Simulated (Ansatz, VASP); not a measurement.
NbPdSe3 in VASP and in Ansatz

The input INCAR:

```
  PREC = Accurate
  ENCUT = 600
  EDIFF = 1E-7
  ISMEAR = 0
  SIGMA = 0.1
  LREAL = False
  LASPH = True
  NELM = 80
  ALGO = Normal
  ISIF = 3
  LWAVE = False
  LCHARG = False
  GGA = PE
  IBRION = 2
  NSW = 90
  EDIFFG = -0.04
```

Contents of KPOINTS:

```
Automatic mesh
0
Gamma
  6 6 4
```

Contents of POSCAR:

```
NbPdSe3
1.0
    5.0266629300      0.0000000000      0.0000000000
   -2.5133314700      4.3532177900      0.0000000000
    0.0000000000      0.0000000000      6.5233185500
Nb Pd Se
1 1 3
Direct
    0.0000000000      0.0000000000      0.5000000000
    0.0000000000      0.0000000000      0.0000000000
    0.5000000000      0.0000000000      0.5000000000
    0.0000000000      0.5000000000      0.5000000000
    0.5000000000      0.5000000000      0.5000000000
```

Input for Ansatz:

```yaml
crystal:
  lattice:
    - [5.02666293, 0.0, 0.0]
    - [-2.51333147, 4.35321779, 0.0]
    - [0.0, 0.0, 6.52331855]
  atoms:
    - { symbol: Nb, position: [0.0, 0.0, 0.5] }
    - { symbol: Pd, position: [0.0, 0.0, 0.0] }
    - { symbol: Se, position: [0.5, 0.0, 0.5] }
    - { symbol: Se, position: [0.0, 0.5, 0.5] }
    - { symbol: Se, position: [0.5, 0.5, 0.5] }
basis:
  ecutwfc: 420
kpoints:
  mp_grid: { grid: [6, 6, 4] }
hamiltonian:
  xc: pbe
scf:
  occupations: { method: gaussian, width: 0.1 }
  lower_state_search: "off"
output:
  forces: true
  stress: true
  eigenvalues: true
relax:
  adjacent_minimum: "off"
  f_tol: 0.04
  max_steps: 70
  cell: { stress_tol: 0.4 }
```

Alike in both runs: task relaxation of cell and atoms; functional PBE; k mesh 6 × 6 × 4; occupations gaussian, width 0.1 eV; no spin polarisation.

|  | VASP | Ansatz |
| --- | --- | --- |
| version | VASP 6.6.1 | Ansatz 0.2.0 |
| potentials or method | VASP PAW PBE potentials, release 64 (Nb_sv, Pd, Se), cutoff 600 eV | scalar-relativistic, plane waves, PAW |
| valence electrons in the cell | 41 | 79 |

```csv
,VASP,Ansatz,Ansatz less VASP
"gap on the k mesh at the Fermi level, each at its own relaxed structure (eV)",none,none,-
relaxed volume (Å³/atom),26.72,26.71,-0.012
relaxed cell length with the largest relative difference (Å),5.072,5.064,-0.0080
```

A gap of «none» marks a metal or a gap that the smearing closes. VASP's potentials hold 41 valence electrons a cell and Ansatz's 79, so a difference there can come from the potentials and not from the codes.
